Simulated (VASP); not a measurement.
A run of VASP 6.6.1 is set up as follows.

Contents of POSCAR:

```
RbCl
1.0
    0.0000000000      3.1405221776      3.1405221776
    3.1405221776      0.0000000000      3.1405221776
    3.1405221776      3.1405221776      0.0000000000
Rb Cl
1 1
Direct
    0.0000000000      0.0000000000      0.0000000000
    0.5000000000      0.5000000000      0.5000000000
```

Contents of INCAR.step1:

```
SYSTEM = RbCl
PREC     = Accurate       ! precision mode
ENCUT    = 500            ! plane-wave cutoff, eV
EDIFF    = 1E-8           ! SCF threshold, eV
ISMEAR   = 0              ! smearing method
SIGMA    = 0.01           ! smearing width, eV
LREAL    = .FALSE.        ! projectors in reciprocal space
LASPH    = .TRUE.         ! aspherical terms in the spheres
NELM     = 60             ! most SCF steps
ALGO     = Normal         ! electronic algorithm
LWAVE    = .TRUE.         ! write WAVECAR
LCHARG   = .FALSE.        ! write CHGCAR
GGA      = PE             ! functional
```

Contents of INCAR.step2:

```
SYSTEM = RbCl
PREC     = Accurate       ! precision mode
ENCUT    = 500            ! plane-wave cutoff, eV
EDIFF    = 1E-8           ! SCF threshold, eV
ISMEAR   = 0              ! smearing method
SIGMA    = 0.01           ! smearing width, eV
LREAL    = .FALSE.        ! projectors in reciprocal space
LASPH    = .TRUE.         ! aspherical terms in the spheres
NELM     = 1              ! most SCF steps
ALGO     = Exact          ! electronic algorithm
LWAVE    = .TRUE.         ! write WAVECAR
LCHARG   = .FALSE.        ! write CHGCAR
GGA      = PE             ! functional
NBANDS   = 266            ! bands
LOPTICS  = .TRUE.         ! frequency-dependent dielectric function
ISTART   = 1
```

Contents of INCAR.step3:

```
SYSTEM = RbCl
PREC     = Accurate       ! precision mode
ENCUT    = 500            ! plane-wave cutoff, eV
EDIFF    = 1E-8           ! SCF threshold, eV
ISMEAR   = 0              ! smearing method
SIGMA    = 0.01           ! smearing width, eV
LREAL    = .FALSE.        ! projectors in reciprocal space
LASPH    = .TRUE.         ! aspherical terms in the spheres
ALGO     = EVGW0          ! electronic algorithm
LWAVE    = .FALSE.        ! write WAVECAR
LCHARG   = .FALSE.        ! write CHGCAR
GGA      = PE             ! functional
NELMGW   = 1            
NBANDS   = 266            ! bands
ENCUTGW  = 150.0          ! cutoff of the response function
NOMEGA   = 48             ! frequency points
PRECFOCK = Fast         
ISTART   = 1            
NBANDSGW = 16
```

File KPOINTS:

```
regular mesh
0
G
  4 4 4
  0 0 0
```

Potentials or basis: VASP PAW PBE potentials, release 64 (Rb_sv_GW, Cl_GW).

Command:

```bash
$ cat potpaw_PBE.64/Rb_sv_GW/POTCAR potpaw_PBE.64/Cl_GW/POTCAR > POTCAR
$ cp INCAR.step1 INCAR
$ mpirun -np 1 vasp_std > vasp.out
$ cp INCAR.step2 INCAR
$ mpirun -np 1 vasp_std > vasp.out
$ cp INCAR.step3 INCAR
$ mpirun -np 1 vasp_std > vasp.out
```

Estimate the quasiparticle gap.

8.11 eV.

Predict the least direct quasiparticle gap.

8.11 eV.

What does it give for the band gap of the starting levels on the mesh?

5.48 eV.

Predict the least direct gap of the starting levels on the mesh.

5.48 eV.

Caveat: the k points lie up to 0.43 Å⁻¹ apart; bands, screening cutoff and mesh are small and nothing is extrapolated, so the quasiparticle values aren't converged.
